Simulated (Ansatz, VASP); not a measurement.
Hg2Ge3 in VASP and in Ansatz

```xyz
5
Lattice="5.2607 0.0000 0.0000 0.0000 5.2607 0.0000 0.0000 0.0000 5.2607" Properties=species:S:1:pos:R:3 pbc="T T T"
Ge    2.6303    0.0000    0.0000
Ge    0.0000    2.6303    0.0000
Ge    0.0000    0.0000    2.6303
Hg    0.0000    0.0000    0.0000
Hg    2.6303    2.6303    2.6303
```

Alike in both runs: functional PBE; k mesh 8 × 8 × 8; occupations gaussian, width 0.1 eV; no spin polarisation.

Ansatz relaxed the structure, and its values are those at the end. VASP's run is a single point on that final structure, the one shown.

```csv
,VASP,Ansatz
version,VASP 6.6.1,Ansatz 0.2.0
potentials or method,"VASP PAW PBE potentials, release 64 (Ge_d, Hg), cutoff 520 eV","scalar-relativistic, plane waves, PAW"
valence electrons in the cell,66,82
```

```csv
,VASP,Ansatz,Ansatz less VASP
gap on the k mesh at the Fermi level (eV),none,none,-
pressure (GPa),0.1,0.0,-0.13
```

A gap of «none» marks a metal or a gap that the smearing closes. VASP's potentials hold 66 valence electrons a cell and Ansatz's 82, so a difference there can come from the potentials and not from the codes.

Spin-orbit coupling is off throughout.
